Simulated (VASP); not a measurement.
# KNd2Sb3 (P-6m2) in VASP: further runs

The runs below take KNd2Sb3 through relaxation of cell and atoms, single point, with PBE.

All numbers are computed with VASP 6.6.1; they aren't measurements. Logs are shortened: lines on timing, memory, paths and dates and some standing lists are left out, and cuts for length are marked.

### Step 1. The cell of the first run

The structure is hexagonal, space group P-6m2 (No. 187). Conventional cell: a = 4.841 Å, b = 4.841 Å, c = 10.789 Å, α = 90.00°, β = 90.00°, γ = 120.00°. K (site symmetry -6m2) has 3 Sb at 2.80 Å within 3.7 Å. Within 5.1 Å of Nd (site symmetry 3m) lie 9 Sb at 3.87 to 3.90 Å and 3 K at 3.90 Å and 6 Nd at 4.84 Å. Sb (site symmetry -6m2) has 3 Sb at 2.80 Å within 3.7 Å. Within 3.7 Å of Sb (site symmetry -6m2) lie 3 K at 2.80 Å. Sb (site symmetry -6m2) has 3 Sb at 2.80 Å within 3.7 Å.

The cell was generated, and may not be a known phase.

### Step 2. Relaxation of cell and atoms, PBE

INCAR

```
PREC = Accurate
ENCUT = 500
EDIFF = 1E-7
ISMEAR = 0
SIGMA = 0.2
LREAL = False
LASPH = True
NELM = 200
ALGO = Normal
ISIF = 3
LWAVE = False
LCHARG = False
GGA = PE
IBRION = 2
NSW = 36
EDIFFG = -0.08
GGA_COMPAT = False
NELMIN = 4
LMAXMIX = 6
```

KPOINTS

```
regular mesh
0
Gamma
  4 4 2
```

POSCAR

```
KNd2Sb3
1.0
    4.8414891300      0.0000000000      0.0000000000
   -2.4207445700      4.1928525800      0.0000000000
    0.0000000000      0.0000000000     10.7887387900
K Nd Sb
1 2 3
Direct
    0.0000000000      0.0000000000      0.5000000000
    0.6666666700      0.3333333300      0.7522701000
    0.6666666700      0.3333333300      0.2477299000
    0.0000000000      0.0000000000      0.0000000000
    0.3333333300      0.6666666700      0.5000000000
    0.3333333300      0.6666666700      0.0000000000
```

Potentials or basis: VASP PAW PBE potentials, release 64 (K_sv, Nd_3, Sb), 4f in core.

Launch:

```
cat potpaw_PBE.64/K_sv/POTCAR potpaw_PBE.64/Nd_3/POTCAR potpaw_PBE.64/Sb/POTCAR > POTCAR
mpirun -np 1 vasp_std > vasp.out
```

OUTCAR:

```text
PREC = Accurate
   ENCUT = 500
   EDIFF = 1E-7
   ISMEAR = 0
   LREAL = False
   LASPH = True
   NELM = 200
   ISIF = 3
   GGA = PE
   IBRION = 2
   NSW = 36
   EDIFFG = -0.08
   NELMIN = 4

 ion  position               nearest neighbor table
   1  0.000  0.000  0.500-   5 2.80   5 2.80   5 2.80
   2  0.667  0.333  0.752-
   3  0.667  0.333  0.248-
   4  0.000  0.000  0.000-   6 2.80   6 2.80   6 2.80
   5  0.333  0.667  0.500-   1 2.80   1 2.80   1 2.80
   6  0.333  0.667  0.000-   4 2.80   4 2.80   4 2.80

  LATTYP: Found a hexagonal cell.
 ALAT       =     4.8414891300
 C/A-ratio  =     2.2283926495

  Lattice vectors:

 A1 = (   4.8414891300,   0.0000000000,   0.0000000000)
 A2 = (  -2.4207445700,   4.1928525800,   0.0000000000)
 A3 = (   0.0000000000,   0.0000000000,  10.7887387900)

Analysis of symmetry for initial positions (statically):
=====================================================================
 Subroutine PRICEL returns:
 Original cell was already a primitive cell.

 Routine SETGRP: Setting up the symmetry group for a
 hexagonal supercell.

 Subroutine GETGRP returns: Found 12 space group operations
 (whereof 12 operations were pure point group operations)
 out of a pool of 24 trial point group operations.

The static configuration has the point symmetry D_3h.

Analysis of symmetry for dynamics (positions and initial velocities):
=====================================================================
 Subroutine PRICEL returns:
 Original cell was already a primitive cell.

 Routine SETGRP: Setting up the symmetry group for a
 hexagonal supercell.

 Subroutine GETGRP returns: Found 12 space group operations
 (whereof 12 operations were pure point group operations)
 out of a pool of 24 trial point group operations.

The dynamic configuration has the point symmetry D_3h.

 Subroutine INISYM returns: Found 12 space group operations
 (whereof 12 operations are pure point group operations),
 and found     1 'primitive' translations

----------------------------------------------------------------------------------------

                                     Primitive cell

  volume of cell :     219.0076

  direct lattice vectors                    reciprocal lattice vectors
     4.841489130  0.000000000  0.000000000     0.206548021  0.119250556  0.000000000
    -2.420744570  4.192852580  0.000000000     0.000000000  0.238501111  0.000000000
     0.000000000  0.000000000 10.788738790     0.000000000  0.000000000  0.092689240

  length of vectors
     4.841489130  4.841489134 10.788738790     0.238501112  0.238501111  0.092689240

  position of ions in fractional coordinates (direct lattice)
     0.000000000  0.000000000  0.500000000
     0.666666670  0.333333330  0.752270100
     0.666666670  0.333333330  0.247729900
     0.000000000  0.000000000  0.000000000
     0.333333330  0.666666670  0.500000000
     0.333333330  0.666666670  0.000000000

  ion indices of the primitive-cell ions
   primitive index   ion index
                 1           1
                 2           2
                 3           3
                 4           4
                 5           5
                 6           6

----------------------------------------------------------------------------------------

 KPOINTS: regular mesh

Automatic generation of k-mesh.
 Grid dimensions read from file:
 generate k-points for:    4    4    2

 Generating k-lattice:

  Cartesian coordinates                     Fractional coordinates (reciprocal lattice)
     0.051637005  0.029812639  0.000000000     0.250000000  0.000000000  0.000000000
     0.000000000  0.059625278  0.000000000     0.000000000  0.250000000  0.000000000
     0.000000000  0.000000000  0.046344620     0.000000000  0.000000000  0.500000000

  Length of vectors
     0.059625278  0.059625278  0.046344620

  Shift w.r.t. Gamma in fractional coordinates (k-lattice)
     0.000000000  0.000000000  0.000000000

 Subroutine IBZKPT returns following result:
 ===========================================

 Found      8 irreducible k-points:

 Following reciprocal coordinates:
            Coordinates               Weight
  0.000000  0.000000  0.000000      1.000000
  0.250000  0.000000  0.000000      6.000000
  0.500000  0.000000  0.000000      3.000000
  0.250000  0.250000  0.000000      6.000000
  0.000000  0.000000  0.500000      1.000000
  0.250000  0.000000  0.500000      6.000000
  0.500000  0.000000  0.500000      3.000000
  0.250000  0.250000  0.500000      6.000000
   k-points           NKPTS =      8   k-points in BZ     NKDIM =      8   number of bands    NBANDS=     27
   number of dos      NEDOS =    301   number of ions     NIONS =      6
   total plane-waves  NPLWV = 103680
   dimension x,y,z NGX =    36 NGY =   36 NGZ =   80
   dimension x,y,z NGXF=    72 NGYF=   72 NGZF=  160
   ions per type =               1   2   3
   NGX,Y,Z   is equivalent  to a cutoff of  12.36, 12.36, 12.33 a.u.
   NGXF,Y,Z  is equivalent  to a cutoff of  24.72, 24.72, 24.65 a.u.
 SYSTEM =  unknown system
   PREC   = accura    normal or accurate (medium, high low for compatibility)
   ISTART =      0    job   : 0-new  1-cont  2-samecut
   ICHARG =      2    charge: 1-file 2-atom 10-const
   ISPIN  =      1    spin polarized calculation?
   LNONCOLLINEAR =      F non collinear calculations
   LSORBIT =      F    spin-orbit coupling
   LASPH  =      T    aspherical Exc in radial PAW
   ENCUT  =  500.0 eV  36.75 Ry    6.06 a.u.   8.83  8.83 19.67*2*pi/ulx,y,z
   NELM   =    200;   NELMIN=  4; NELMDL= -5     # of ELM steps
   EDIFF  = 0.1E-06   stopping-criterion for ELM
   LREAL  =      F    real-space projection
   EDIFFG = -.8E-01   stopping-criterion for IOM
   NSW    =     36    number of steps for IOM
   IBRION =      2    ionic relax: 0-MD 1-quasi-New 2-CG
   NFREE  =      1    steps in history (QN), initial steepest desc. (CG)
   ISIF   =      3    stress and relaxation
   ISYM   =      2    0-nonsym 1-usesym 2-fastsym
   POTIM  = 0.5000    time-step for ionic-motion
   TEBEG  =    0.0;   TEEND  =   0.0 temperature during run
   PSTRESS=    0.0 pullay stress
   NELECT =      46.0000    total number of electrons
   NUPDOWN=      -1.0000    fix difference up-down
   EMIN   =  10.00;   EMAX   =-10.00  energy-range for DOS
   EFERMI =   0.00;   METHOD = LEGACY
   ISMEAR =     0;   SIGMA  =   0.20  broadening in eV -4-tet -1-fermi 0-gaus
   EFERMI_NEDOS =   21; number of points for ismear=-14 and -15
   IALGO  =     38    algorithm
   IMIX   =      4    mixing-type and parameters
     AMIX     =   0.40;   BMIX     =  1.00
     AMIX_MAG =   1.60;   BMIX_MAG =  1.00
  volume/ion in A,a.u.               =      36.50       246.32
  Fermi-wavevector in a.u.,A,eV,Ry     =   0.973138  1.838964 12.884680  0.946997
  Thomas-Fermi vector in A             =   2.103493
   LORBIT       =      0    0 simple, 1 ext, 2 COOP (PROOUT), +10 PAW based schemes
   GGA     = PE    functional components
   LHFCALC =     F    Hartree Fock is set to
   AEXX    =    0.0000 exact exchange contribution
   IVDW    =     0    specifies the selected vdW correction
   LEPSILON=     F    determine dielectric tensor
   LRPA    =     F    only Hartree local field effects (RPA)
 conjugate gradient relaxation of ions
 non-spin polarized calculation
 Gauss-broadening in eV      SIGMA  =   0.20
  energy-cutoff  :      500.00
  volume of cell :      219.01
 maximum number of plane-waves:      5577
 NGX is ok and might be reduce to    36
   NGX = 17   NGY = 17   NGZ = 39

--------------------------------------- Ionic step        1  -------------------------------------------

 number of electron      45.9999998 magnetization

 Free energy of the ion-electron system (eV)
  ---------------------------------------------------
  ext. energy  EPLUGINS =         0.00000000
  ---------------------------------------------------
  free energy    TOTEN  =       -21.31811819 eV

  energy without entropy =      -21.23698458  energy(sigma->0) =      -21.27755139

------------------------ aborting loop because EDIFF is reached ----------------------------------------

  FORCE on cell =-STRESS in cart. coord.  units (eV):
  Direction    XX          YY          ZZ          XY          YZ          ZX
  --------------------------------------------------------------------------------------
  -------------------------------------------------------------------------------------
  Total        9.3764136      9.3764136    -13.9890009     -0.0000000      0.0000000      0.0000000
  in kB       68.5943120     68.5943120   -102.3382645     -0.0000001      0.0000000      0.0000000
  external PRESSURE =      11.6167865 kB  Pullay stress =       0.0000000 kB
[... 101 lines left out ...]
  FREE ENERGIE OF THE ION-ELECTRON SYSTEM (eV)
  ---------------------------------------------------
  free  energy   TOTEN  =       -24.1170362992 eV

  energy  without entropy=      -24.0629350609  energy(sigma->0) =      -24.08998568

 E-fermi :   3.9173     XC(G=0):  -8.7294

 val. band max:        3.9172501133   @ k =   0.5000   0.0000   0.0000
 cond. band min:       4.1147569272   @ k =   0.2500   0.0000   0.0000
 fundamental gap:      0.1975068139
 Fermi energy:         3.9172507080

 k-point     1 :       0.0000    0.0000    0.0000
  band No.  band energies     occupation
      1     -35.5595      2.00000
      2     -35.5554      2.00000
      3     -26.9407      2.00000
      4     -16.5950      2.00000
      5     -16.5950      2.00000
      6     -16.5843      2.00000
[... 229 lines left out ...]
     26       4.9439      0.00000
     27       5.1867      0.00000

[... ionic steps 4 to 10 ...]

--------------------------------------- Ionic step       11  -------------------------------------------

 number of electron      46.0000001 magnetization

------------------------ aborting loop because EDIFF is reached ----------------------------------------

  FORCE on cell =-STRESS in cart. coord.  units (eV):
  Direction    XX          YY          ZZ          XY          YZ          ZX
  --------------------------------------------------------------------------------------
  -------------------------------------------------------------------------------------
  Total       -0.7702972     -0.7702972     -0.7558392      0.0000000      0.0000000     -0.0000000
  in kB       -6.6969498     -6.6969498     -6.5712516      0.0000000      0.0000000     -0.0000000
  external PRESSURE =      -6.6550504 kB  Pullay stress =       0.0000000 kB
[... 65 lines left out ...]
  energy  without entropy=      -25.6863771208  energy(sigma->0) =      -25.71176963

--------------------------------------- Ionic step       13  -------------------------------------------

 number of electron      46.0000001 magnetization

 Free energy of the ion-electron system (eV)
  ---------------------------------------------------
  ext. energy  EPLUGINS =         0.00000000
  ---------------------------------------------------
  free energy    TOTEN  =       -25.73800910 eV

  energy without entropy =      -25.68716296  energy(sigma->0) =      -25.71258603

 E-fermi :   5.3109     XC(G=0):  -9.6354

 val. band max:        5.2237984848   @ k =   0.2500   0.2500   0.0000
 cond. band min:       5.4035612038   @ k =   0.2500   0.0000   0.0000
 fundamental gap:      0.1797627190
 Fermi energy:         5.3108521000

 k-point     1 :       0.0000    0.0000    0.0000
  band No.  band energies     occupation
      1     -33.2774      2.00000
      2     -33.1958      2.00000
      3     -25.2981      2.00000
      4     -14.7826      2.00000
      5     -14.4097      2.00000
      6     -14.4097      2.00000
[... 262 lines left out ...]
  FREE ENERGIE OF THE ION-ELECTRON SYSTEM (eV)
  ---------------------------------------------------
  free  energy   TOTEN  =       -25.7380091041 eV

  energy  without entropy=      -25.6871629643  energy(sigma->0) =      -25.71258603

 reached required accuracy - stopping structural energy minimisation
```

Run time: 9.6 min. Hardware: 1 thread of Intel Xeon Platinum 8375C at 2.90GHz (Ice Lake), shared host; peak memory 0.36 GiB.

Results:

```yaml
Free_energy: -25.7380 eV
Relaxed_volume: 30.28 Å³/atom
Relaxed_cell: a = 5.435 Å, b = 5.435 Å, c = 7.101 Å, α = 90.00°, β = 90.00°, γ = 120.00°
Space_group_after_relaxing_to_0.1_Å: P-6m2 (No. 187)
Energy_gained_by_relaxing: 736.6 meV/atom
Ionic_steps: 13
Pressure_after_relaxing: 0.0 GPa
Largest_force_after_relaxing: 0.052 eV/Å
Band_gap_on_the_k_mesh: zero (bands 23 and 24 overlap by 0.83 eV)
```

Forces in eV/Å, atoms in the order of the input:
```
K    0.000  0.000  0.000
Nd   0.000  0.000  0.052
Nd   0.000  0.000 -0.052
Sb   0.000  0.000  0.000
Sb   0.000  0.000  0.000
Sb   0.000  0.000  0.000
```

Step by step:
| step | energy change (eV) | largest force (eV/Å) | pressure (GPa) | volume (Å³) |
| --- | --- | --- | --- | --- |
| 1 | 0.0000 | 0.4198 | 1.16 | 219.01 |
| 2 | -2.2320 | 0.9736 | -3.42 | 224.79 |
| 3 | -2.7989 | 1.0343 | -4.79 | 225.56 |
| 4 | -2.8992 | 1.0354 | -5.12 | 225.42 |
| 5 | -4.2109 | 0.7293 | -0.58 | 186.31 |
| 6 | -4.3032 | 0.0543 | 3.40 | 170.84 |
| 7 | -4.3388 | 0.3533 | 1.66 | 176.71 |
| 8 | -4.3397 | 0.3094 | 1.91 | 175.78 |
| 9 | -4.2610 | 0.6067 | 1.85 | 174.62 |
| 10 | -4.3864 | 0.0042 | 1.77 | 175.43 |
| 11 | -4.4132 | 0.1511 | -0.67 | 184.29 |
| 12 | -4.4190 | 0.1088 | 0.02 | 181.56 |
| 13 | -4.4199 | 0.0517 | 0.01 | 181.65 |

Final structure:
```
K Nd Sb
1.0
     5.43493    0.00000    0.00000
    -2.71747    4.70679    0.00000
     0.00000    0.00000    7.10112
K Nd Sb
1 2 3
Direct
  0.00000 0.00000 0.50000
  0.66667 0.33333 0.76836
  0.66667 0.33333 0.23164
  0.00000 0.00000 0.00000
  0.33333 0.66667 0.50000
  0.33333 0.66667 0.00000
```

Caveat: the k points lie up to 0.44 Å⁻¹ apart in the final cell, too coarse for converged energies and pressures of a metal; the volume moved by over 15 % at a fixed basis, so the end points are rough; spin-orbit coupling is left out, which moves the levels of the heavy elements; the 4f electrons are frozen in the core, so they carry no moment and show no levels; the relaxation stopped at a loose force limit of 0.08 eV/Å, so its end isn't a converged minimum.

[end of part 1 of 3]

The gap in the log of VASP goes by the Fermi energy; the results here count the filled bands.